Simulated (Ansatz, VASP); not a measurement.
**One calculation of SiC3, two programs**

```xyz
4
Lattice="3.5757 0.0000 0.0000 0.0000 3.5757 0.0000 0.0000 0.0000 3.4044" Properties=species:S:1:pos:R:3 pbc="T T T"
Si    0.0000    0.0000    0.0000
C     1.7878    1.7878    0.6767
C     0.0000    0.0000    1.7022
C     1.7878    1.7878    2.7277
```

Alike in both runs: task single point; functional PBE; k mesh 6 × 6 × 6; occupations gaussian, width 0.1 eV; collinear spin.

```csv
,VASP,Ansatz
version,VASP 6.6.1,Ansatz 0.2.0
potentials or method,"VASP PAW PBE potentials, release 64 (Si, C), cutoff 520 eV","scalar-relativistic, plane waves, PAW"
valence electrons in the cell,16,16
```

```tsv
	VASP	Ansatz	Ansatz less VASP
gap on the k mesh at the Fermi level (eV)	none	none	-
pressure (GPa)	0.2	0.1	-0.08
traceless stress, the component that is largest in VASP (GPa)	0.13	-0.02	-0.150
rms of the force components (eV/Å)	0.035	0.000	-0.0345
net moment per atom (μB)	0.00	0.00	0.000
```

Atom by atom the forces differ by 0.035 eV/Å (rms over components). A gap of «none» marks a metal or a gap that the smearing closes. Ansatz's warnings: seeded moment not kept.
